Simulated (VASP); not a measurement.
## Cd: relaxation of cell and atoms with PBEsol

The system is Cd.

```
Cd
1.0
     2.97887    0.00000    0.00000
    -1.48944    2.57978    0.00000
     0.00000    0.00000    5.61765
Cd
2
Cartesian
  0.0000 1.7199 1.4044
  1.4894 0.8599 4.2132
```

```yaml
Program: VASP 6.6.1
Task: relaxation of cell and atoms
Functional: PBEsol
Potentials_or_basis: VASP PAW PBE potentials, release 64 (Cd)
Cutoff: 600 eV
k_mesh: 12 × 12 × 6
Occupations: fermi-dirac, width 0.1 eV
Spin: no spin polarisation
Dipole_correction: no
Further_INCAR_settings: ALGO = Normal; EDIFF = 1e-06; IBRION = 2; EDIFFG = -0.01; NSW = 80; ISIF = 3
```

```yaml
Relaxed_volume: 21.33 Å³/atom
Relaxed_cell: a = 2.934 Å, b = 2.934 Å, c = 5.723 Å, α = 90.00°, β = 90.00°, γ = 120.00°
Space_group_after_relaxing_to_0.1_Å: P6_3/mmc (No. 194)
Energy_gained_by_relaxing: 5.1 meV/atom
Ionic_steps: 8
Pressure_after_relaxing: 0.0 GPa
Band_gap_on_the_k_mesh: zero (bands 12 and 13 overlap by 4.42 eV)
```

Step by step:
| step | energy change (eV) | largest force (eV/Å) | pressure (GPa) | volume (Å³) |
| --- | --- | --- | --- | --- |
| 1 | 0.0000 | 0.0000 | -1.20 | 43.17 |
| 2 | -0.0074 | 0.0000 | 0.35 | 42.17 |
| 3 | -0.0075 | 0.0000 | 0.50 | 42.10 |
| 4 | -0.0094 | 0.0000 | 0.33 | 42.30 |
| 5 | -0.0100 | 0.0000 | 0.27 | 42.45 |
| 6 | -0.0100 | 0.0000 | 0.23 | 42.48 |
| 7 | -0.0102 | 0.0000 | -0.03 | 42.71 |
| 8 | -0.0102 | 0.0000 | -0.02 | 42.66 |

Final structure:
```cif
data_structure
_symmetry_space_group_name_H-M 'P 1'
_symmetry_Int_Tables_number 1
_cell_length_a 2.9336
_cell_length_b 2.9336
_cell_length_c 5.7232
_cell_angle_alpha 90.000
_cell_angle_beta 90.000
_cell_angle_gamma 120.000
_cell_volume 42.66
loop_
_atom_site_label
_atom_site_type_symbol
_atom_site_fract_x
_atom_site_fract_y
_atom_site_fract_z
_atom_site_occupancy
Cd1 Cd 0.33333 0.66667 0.25000 1
Cd2 Cd 0.66667 0.33333 0.75000 1
```

Levels at points of the mesh, in eV from the Fermi level:
```csv
k point,band 9,band 10,band 11,band 12,band 13,band 14,band 15,band 16
"(0.00, 0.00, 0.00)",-8.66,-8.44,-8.44,-3.40,-3.25,9.72,14.16,14.81
"(0.50, 0.00, 0.00)",-8.13,-8.11,-2.31,-1.72,1.82,3.02,3.10,5.22
"(0.00, 0.00, 0.50)",-8.54,-8.54,-7.51,-7.51,3.19,3.19,15.13,15.13
"(0.50, 0.00, 0.50)",-8.12,-8.12,-1.56,-1.56,0.21,0.21,7.78,7.78
```

Wall time 72 s on 1 thread of Intel(R) Xeon(R) 6975P-C (Granite Rapids) (shared host), peak memory 0.2 GiB.

Caveat: the PAW data sets were made with another functional, which shifts forces and pressure a little.
